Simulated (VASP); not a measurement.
Set up this calculation in VASP 6.6.1, as the native input.

| Property | Result |
| --- | --- |
| Task | single point |
| Functional | PBE |
| Potentials or basis | VASP PAW PBE potentials, release 64 (Ga_d, O) |
| Cutoff | 520 eV |
| k mesh | 1 × 1 × 1 |
| Occupations | fermi-dirac, width 0.2585 eV |
| Spin | no spin polarisation |
| Dipole correction | no |
| Further INCAR settings | LREAL = Auto; ALGO = Normal; EDIFF = 1e-06; NBANDS = 79; ISYM = 0 |

The structure of Ga2O3 lies in POSCAR:

```
Ga2O3
1.0
    5.4742580000     -0.0378450000     -0.0147940000
   -0.0378450000      5.4580010000     -0.0143210000
   -0.0147940000     -0.0143210000      5.6231180000
Ga O
6 9
Direct
   -0.0380930459      0.5399926479      0.8155885554
    1.0018677724      0.7388338282      0.3560566346
    0.3958269732     -0.0635636976      0.2290484689
    0.7799581850      0.1067085586      0.6068641765
    0.4617424810      0.6211978586      0.8125751928
    0.8234863019      0.1936569381      0.1429315581
    0.5290582860      0.1436140411      0.0763472481
    0.9746496712      0.2023692426      0.8502836144
    0.5201286697      0.2978699572      0.7069516555
    0.5821509326      0.8328438024      0.4896867711
    0.1580201109      0.7750065677      0.7090531656
    0.7522005091      0.6464567246      0.0614776288
    0.7943451225      0.3873104077      0.4371623029
    0.2159849520      0.5542808208      0.2077594916
    0.1168204078      1.1201256720      0.3677096161
```

These files were run (other wordings do the same):

INCAR

```
SYSTEM = Ga2O3
ALGO     = Normal         ! electronic algorithm
EDIFF    = 1E-6           ! SCF threshold, eV
ENCUT    = 520            ! plane-wave cutoff, eV
GGA      = PE             ! functional
ISIF     = 2              ! what is computed and relaxed
ISMEAR   = -1             ! smearing method
ISYM     = 0            
LASPH    = .TRUE.         ! aspherical terms in the spheres
LCHARG   = .FALSE.        ! write CHGCAR
LREAL    = Auto         
LWAVE    = .FALSE.        ! write WAVECAR
NBANDS   = 79             ! bands
NELM     = 80             ! most SCF steps
PREC     = Accurate       ! precision mode
SIGMA    = 0.2585         ! smearing width, eV
```

KPOINTS

```
k-points
0
G
  1 1 1
  0 0 0
```

Potentials or basis: VASP PAW PBE potentials, release 64 (Ga_d, O).

Run with:

```console
$ cat potpaw_PBE.64/Ga_d/POTCAR potpaw_PBE.64/O/POTCAR > POTCAR
$ mpirun -np 1 vasp_gam > vasp.out
```

Results of the run:

```
Pressure               : 18.1 GPa
Largest force          : 7.729 eV/Å
Band gap on the k mesh : 0.26 eV
```

Caveat: the k points lie up to 1.15 Å⁻¹ apart.

Run time: 38 s on 1 thread of Intel(R) Xeon(R) Platinum 8488C (Sapphire Rapids), with other jobs on the host, peak memory 0.24 GiB.
